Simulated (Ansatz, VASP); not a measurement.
Two plane-wave programs on GaN

```
CELL_PARAMETERS angstrom
0.00000 2.30984 2.14083
2.30984 0.00000 2.14083
2.30984 2.30984 0.00000
ATOMIC_POSITIONS crystal
Ga 0.00000 0.00000 0.00000
N 0.75000 0.75000 0.75000
```

Change from the starting cell: strain +0.025 along x and y, -0.050 along z, atoms carried along.

Alike in both runs: task single point; functional r2SCAN; k mesh 10 × 10 × 10; occupations gaussian, width 0.05 eV; no spin polarisation.

```csv
,VASP,Ansatz
version,VASP 6.6.1,Ansatz 0.2.0
potentials or method,"VASP PAW PBE potentials, release 64 (Ga_d, N), cutoff 520 eV","scalar-relativistic, plane waves, PAW"
valence electrons in the cell,18,18
```

```tsv
	VASP	Ansatz	Ansatz less VASP
gap on the k mesh at the Fermi level (eV)	1.91	1.92	+0.008
least direct gap on the mesh (eV)	1.91	1.92	+0.008
pressure (GPa)	-0.2	-1.2	-1.06
traceless stress, the component that is largest in VASP (GPa)	5.43	5.61	+0.175
```

VASP's potentials were made for PBE, not for r2SCAN.
